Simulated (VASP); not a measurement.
# Mo (Im-3m) in VASP: further runs

The runs below take Mo through relaxation of cell and atoms, single point, with RPBE.

All numbers are computed with VASP 6.6.1; they aren't measurements. Logs are shortened: lines on timing, memory, paths and dates and some standing lists are left out, and cuts for length are marked.

## Step 1: The cell of the first run

It takes space group Im-3m (No. 229, cubic). Conventional cell: a = 3.174 Å, b = 3.174 Å, c = 3.174 Å, α = 90.00°, β = 90.00°, γ = 90.00°. Mo (site symmetry m-3m) has 14 Mo at 2.75 to 3.17 Å within 3.6 Å.

## Step 2: Relaxation of cell and atoms, RPBE

INCAR

```
SYSTEM = Mo
PREC     = Accurate       ! precision mode
ENCUT    = 600            ! plane-wave cutoff, eV
EDIFF    = 1E-6           ! SCF threshold, eV
ISMEAR   = -1             ! smearing method
SIGMA    = 0.15           ! smearing width, eV
LREAL    = .FALSE.        ! projectors in reciprocal space
LASPH    = .TRUE.         ! aspherical terms in the spheres
NELM     = 60             ! most SCF steps
ALGO     = Normal         ! electronic algorithm
ISIF     = 3              ! what is computed and relaxed
LWAVE    = .FALSE.        ! write WAVECAR
LCHARG   = .FALSE.        ! write CHGCAR
GGA      = RP             ! functional
IBRION   = 2              ! ionic algorithm
NSW      = 80             ! ionic steps
EDIFFG   = -0.001         ! ionic threshold
```

KPOINTS

```
regular mesh
0
G
  16 16 16
  0 0 0
```

POSCAR

```
Mo
1.0
   -1.5871337773      1.5871337773      1.5871337773
    1.5871337773     -1.5871337773      1.5871337773
    1.5871337773      1.5871337773     -1.5871337773
Mo
1
Direct
    0.0000000000      0.0000000000      0.0000000000
```

Potentials or basis: VASP PAW PBE potentials, release 64 (Mo_sv).

Launch:

```console
> cat potpaw_PBE.64/Mo_sv/POTCAR > POTCAR
> mpirun -np 1 vasp_std > vasp.out
```

OUTCAR:

```text
SYSTEM = Mo
   PREC = Accurate
   ENCUT = 600
   EDIFF = 1E-6
   ISMEAR = -1
   LREAL = .FALSE.
   LASPH = .TRUE.
   NELM = 60
   ISIF = 3
   GGA = RP
   IBRION = 2
   NSW = 80
   EDIFFG = -0.001

 ion  position               nearest neighbor table
   1  0.000  0.000  0.000-

  LATTYP: Found a body centered cubic cell.
 ALAT       =     3.1742675546

  Lattice vectors:

 A1 = (  -1.5871337773,   1.5871337773,   1.5871337773)
 A2 = (   1.5871337773,  -1.5871337773,   1.5871337773)
 A3 = (   1.5871337773,   1.5871337773,  -1.5871337773)

Analysis of symmetry for initial positions (statically):
=====================================================================
 Subroutine PRICEL returns:
 Original cell was already a primitive cell.

 Routine SETGRP: Setting up the symmetry group for a
 body centered cubic supercell.

 Subroutine GETGRP returns: Found 48 space group operations
 (whereof 48 operations were pure point group operations)
 out of a pool of 48 trial point group operations.

The static configuration has the point symmetry O_h .

Analysis of symmetry for dynamics (positions and initial velocities):
=====================================================================
 Subroutine PRICEL returns:
 Original cell was already a primitive cell.

 Routine SETGRP: Setting up the symmetry group for a
 body centered cubic supercell.

 Subroutine GETGRP returns: Found 48 space group operations
 (whereof 48 operations were pure point group operations)
 out of a pool of 48 trial point group operations.

The dynamic configuration has the point symmetry O_h .

 Subroutine INISYM returns: Found 48 space group operations
 (whereof 48 operations are pure point group operations),
 and found     1 'primitive' translations

----------------------------------------------------------------------------------------

                                     Primitive cell

  volume of cell :      15.9919

  direct lattice vectors                    reciprocal lattice vectors
    -1.587133777  1.587133777  1.587133777     0.000000000  0.315033305  0.315033305
     1.587133777 -1.587133777  1.587133777     0.315033305  0.000000000  0.315033305
     1.587133777  1.587133777 -1.587133777     0.315033305  0.315033305  0.000000000

  length of vectors
     2.748996341  2.748996341  2.748996341     0.445524373  0.445524373  0.445524373

  position of ions in fractional coordinates (direct lattice)
     0.000000000  0.000000000  0.000000000

  ion indices of the primitive-cell ions
   primitive index   ion index
                 1           1

----------------------------------------------------------------------------------------

 KPOINTS: regular mesh

Automatic generation of k-mesh.
 Grid dimensions read from file:
 generate k-points for:   16   16   16

 Generating k-lattice:

  Cartesian coordinates                     Fractional coordinates (reciprocal lattice)
     0.000000000  0.019689582  0.019689582     0.062500000  0.000000000  0.000000000
     0.019689582  0.000000000  0.019689582     0.000000000  0.062500000  0.000000000
     0.019689582  0.019689582  0.000000000     0.000000000  0.000000000  0.062500000

  Length of vectors
     0.027845273  0.027845273  0.027845273

  Shift w.r.t. Gamma in fractional coordinates (k-lattice)
     0.000000000  0.000000000  0.000000000

 Subroutine IBZKPT returns following result:
 ===========================================

 Found    145 irreducible k-points:

 Following reciprocal coordinates:
            Coordinates               Weight
  0.000000  0.000000  0.000000      1.000000
  0.062500  0.000000  0.000000     12.000000
  0.125000  0.000000  0.000000     12.000000
  0.187500  0.000000  0.000000     12.000000
  0.250000  0.000000  0.000000     12.000000
  0.312500  0.000000  0.000000     12.000000
[... 16 lines left out ...]
  0.187500  0.187500  0.000000     24.000000
  0.250000  0.187500  0.000000     48.000000
 [... further k-points ...]
   k-points           NKPTS =    145   k-points in BZ     NKDIM =    145   number of bands    NBANDS=     11
   number of dos      NEDOS =    301   number of ions     NIONS =      1
   total plane-waves  NPLWV =  13824
   dimension x,y,z NGX =    24 NGY =   24 NGZ =   24
   dimension x,y,z NGXF=    48 NGYF=   48 NGZF=   48
   ions per type =               1
   NGX,Y,Z   is equivalent  to a cutoff of  14.51, 14.51, 14.51 a.u.
   NGXF,Y,Z  is equivalent  to a cutoff of  29.03, 29.03, 29.03 a.u.
 SYSTEM =  Mo
   PREC   = accura    normal or accurate (medium, high low for compatibility)
   ISTART =      0    job   : 0-new  1-cont  2-samecut
   ICHARG =      2    charge: 1-file 2-atom 10-const
   ISPIN  =      1    spin polarized calculation?
   LNONCOLLINEAR =      F non collinear calculations
   LSORBIT =      F    spin-orbit coupling
   LASPH  =      T    aspherical Exc in radial PAW
   ENCUT  =  600.0 eV  44.10 Ry    6.64 a.u.   5.49  5.49  5.49*2*pi/ulx,y,z
   NELM   =     60;   NELMIN=  2; NELMDL= -5     # of ELM steps
   EDIFF  = 0.1E-05   stopping-criterion for ELM
   LREAL  =      F    real-space projection
   EDIFFG = -.1E-02   stopping-criterion for IOM
   NSW    =     80    number of steps for IOM
   IBRION =      2    ionic relax: 0-MD 1-quasi-New 2-CG
   NFREE  =      1    steps in history (QN), initial steepest desc. (CG)
   ISIF   =      3    stress and relaxation
   ISYM   =      2    0-nonsym 1-usesym 2-fastsym
   POTIM  = 0.5000    time-step for ionic-motion
   TEBEG  =    0.0;   TEEND  =   0.0 temperature during run
   PSTRESS=    0.0 pullay stress
   NELECT =      14.0000    total number of electrons
   NUPDOWN=      -1.0000    fix difference up-down
   EMIN   =  10.00;   EMAX   =-10.00  energy-range for DOS
   EFERMI =   0.00;   METHOD = LEGACY
   ISMEAR =    -1;   SIGMA  =   0.15  broadening in eV -4-tet -1-fermi 0-gaus
   EFERMI_NEDOS =   21; number of points for ismear=-14 and -15
   IALGO  =     38    algorithm
   IMIX   =      4    mixing-type and parameters
     AMIX     =   0.40;   BMIX     =  1.00
     AMIX_MAG =   1.60;   BMIX_MAG =  1.00
  volume/ion in A,a.u.               =      15.99       107.92
  Fermi-wavevector in a.u.,A,eV,Ry     =   1.566092  2.959485 33.370256  2.452645
  Thomas-Fermi vector in A             =   2.668471
   LORBIT       =      0    0 simple, 1 ext, 2 COOP (PROOUT), +10 PAW based schemes
   GGA     = RP    functional components
   LHFCALC =     F    Hartree Fock is set to
   AEXX    =    0.0000 exact exchange contribution
   IVDW    =     0    specifies the selected vdW correction
   LEPSILON=     F    determine dielectric tensor
   LRPA    =     F    only Hartree local field effects (RPA)
 conjugate gradient relaxation of ions
 non-spin polarized calculation
  energy-cutoff  :      600.00
  volume of cell :       15.99
 maximum number of plane-waves:       555
 NGX is ok and might be reduce to    24
   NGX = 11   NGY = 11   NGZ = 11

--------------------------------------- Ionic step        1  -------------------------------------------

 number of electron      14.0000002 magnetization

 Free energy of the ion-electron system (eV)
  ---------------------------------------------------
  ext. energy  EPLUGINS =         0.00000000
  ---------------------------------------------------
  free energy    TOTEN  =       -10.38775286 eV

  energy without entropy =      -10.34049790  energy(sigma->0) =      -10.36412538

------------------------ aborting loop because EDIFF is reached ----------------------------------------

  FORCE on cell =-STRESS in cart. coord.  units (eV):
  Direction    XX          YY          ZZ          XY          YZ          ZX
  --------------------------------------------------------------------------------------
  -------------------------------------------------------------------------------------
  Total        0.0610069      0.0610069      0.0610069     -0.0000000      0.0000000     -0.0000000
  in kB        6.1120765      6.1120765      6.1120765     -0.0000000      0.0000000     -0.0000000
  external PRESSURE =       6.1120765 kB  Pullay stress =       0.0000000 kB
[... 55 lines left out ...]
  energy  without entropy=      -10.3396547544  energy(sigma->0) =      -10.36348415

--------------------------------------- Ionic step        3  -------------------------------------------

 number of electron      14.0000001 magnetization

 Free energy of the ion-electron system (eV)
  ---------------------------------------------------
  ext. energy  EPLUGINS =         0.00000000
  ---------------------------------------------------
  free energy    TOTEN  =       -10.38782346 eV

  energy without entropy =      -10.34046154  energy(sigma->0) =      -10.36414250

 E-fermi :  12.2425     XC(G=0): -13.1808

 val. band max:       12.2245754072   @ k =   0.3750   0.0000   0.0000
 cond. band min:      12.2523470954   @ k =  -0.1875   0.1875   0.0625
 fundamental gap:      0.0277716882
 Fermi energy:        12.2425471390

 k-point     1 :       0.0000    0.0000    0.0000
  band No.  band energies     occupation
      1     -49.0232      2.00000
      2     -22.3471      2.00000
      3     -22.3471      2.00000
      4     -22.3471      2.00000
      5       5.1313      2.00000
      6      10.9514      1.99963
      7      10.9514      1.99963
      8      10.9514      1.99963
      9      13.8912      0.00003
     10      13.8913      0.00003
     11      27.0490      0.00000
[... 309 lines left out ...]
 k-point    24 :       0.2500    0.1875    0.0000
  band No.  band energies     occupation
      1     -48.8124      2.00000
      2     -23.3590      2.00000
      3     -22.7659      2.00000
      4     -22.4584      2.00000
      5       8.1914      2.00000
      6       9.4473      2.00000
      7      10.4848      1.99998
      8      13.3348      0.00138
      9      14.6078      0.00000
     10      16.7265      0.00000
     11      25.2570      0.00000

 [... further k-points ...]

------------------------ aborting loop because EDIFF is reached ----------------------------------------

  FORCE on cell =-STRESS in cart. coord.  units (eV):
  Direction    XX          YY          ZZ          XY          YZ          ZX
  --------------------------------------------------------------------------------------
  -------------------------------------------------------------------------------------
  Total        0.0004921      0.0004921      0.0004921      0.0000000      0.0000000     -0.0000000
  in kB        0.0491868      0.0491868      0.0491868      0.0000000      0.0000000     -0.0000000
  external PRESSURE =       0.0491868 kB  Pullay stress =       0.0000000 kB
[... 16 lines left out ...]
  FREE ENERGIE OF THE ION-ELECTRON SYSTEM (eV)
  ---------------------------------------------------
  free  energy   TOTEN  =       -10.3878234616 eV

  energy  without entropy=      -10.3404615449  energy(sigma->0) =      -10.36414250

 reached required accuracy - stopping structural energy minimisation
```

Wall time 16 s (1 thread of Intel Xeon 6975P-C (Granite Rapids), shared host); peak memory 0.16 GiB.

What came out:

| Item | Value |
| --- | --- |
| Free energy | -10.3878 eV |
| Relaxed volume | 16.03 Å³/atom |
| Relaxed cell | a = 2.751 Å, b = 2.751 Å, c = 2.751 Å, α = 109.47°, β = 109.47°, γ = 109.47° |
| Space group after relaxing (to 0.05 Å) | Im-3m (No. 229) |
| Energy gained by relaxing | 0.1 meV/atom |
| Ionic steps | 3 |
| Pressure after relaxing | 0.0 GPa |
| Band gap on the k mesh | zero (band 7 reaches 16.09 eV, above the bottom of band 8 at 10.95 eV) |

Final structure:
```cif
data_structure
_symmetry_space_group_name_H-M 'P 1'
_symmetry_Int_Tables_number 1
_cell_length_a 2.7512
_cell_length_b 2.7512
_cell_length_c 2.7512
_cell_angle_alpha 109.471
_cell_angle_beta 109.471
_cell_angle_gamma 109.471
_cell_volume 16.03
loop_
_atom_site_label
_atom_site_type_symbol
_atom_site_fract_x
_atom_site_fract_y
_atom_site_fract_z
_atom_site_occupancy
Mo1 Mo 0.00000 0.00000 0.00000 1
```

Caveat: the PAW data sets were made with another functional, which shifts forces and pressure a little.

## Step 3: Single point, RPBE

INCAR

```
SYSTEM = Mo
  PREC = Accurate
  ENCUT = 520
  EDIFF = 1E-6
  ISMEAR = -1
  SIGMA = 0.15
  LREAL = .FALSE.
  LASPH = .TRUE.
  NELM = 100
  ALGO = Normal
  ISIF = 2
  LWAVE = .FALSE.
  LCHARG = .FALSE.
  GGA = RP
  NBANDS = 13
```

KPOINTS is that of step 2.

POSCAR

```
Mo
1.0
   -1.5876514234      1.5876514234      1.5876514234
    1.5876514234     -1.5876514234      1.5876514234
    1.5876514234      1.5876514234     -1.5876514234
Mo
1
Direct
    0.0000000000      0.0000000000      0.0000000000
```

Potentials or basis: VASP PAW PBE potentials, release 64 (Mo_sv).

Launch:

```console
> cat potpaw_PBE.64/Mo_sv/POTCAR > POTCAR
> mpirun -np 1 vasp_std > vasp.out
```

Wall time 25 s (1 thread of AMD EPYC 7R43 (Zen 3), shared host); peak memory 0.11 GiB.

The run converged. Its results:

| Property | Result |
| --- | --- |
| Free energy | -10.3874 eV |
| Pressure | 0.5 GPa |
| Band gap on the k mesh | zero (band 7 reaches 16.12 eV, above the bottom of band 8 at 10.97 eV) |

Levels at points of the mesh, in eV from the Fermi level:
| k point | band 3 | band 4 | band 5 | band 6 | band 7 | band 8 | band 9 | band 10 | band 11 | band 12 |
| --- | --- | --- | --- | --- | --- | --- | --- | --- | --- | --- |
| (0.00, 0.00, 0.00) | -34.59 | -34.59 | -7.12 | -1.29 | -1.29 | -1.29 | 1.65 | 1.65 | 14.81 | 14.81 |
| (0.50, 0.00, 0.00) | -35.00 | -34.60 | -5.15 | -3.27 | 1.56 | 1.66 | 2.28 | 4.59 | 11.32 | 11.93 |
| (0.50, 0.50, 0.50) | -35.48 | -35.48 | -5.23 | -5.23 | 3.86 | 3.86 | 3.86 | 8.92 | 8.92 | 8.92 |

Caveat: the PAW data sets were made with another functional, which shifts forces and pressure a little.
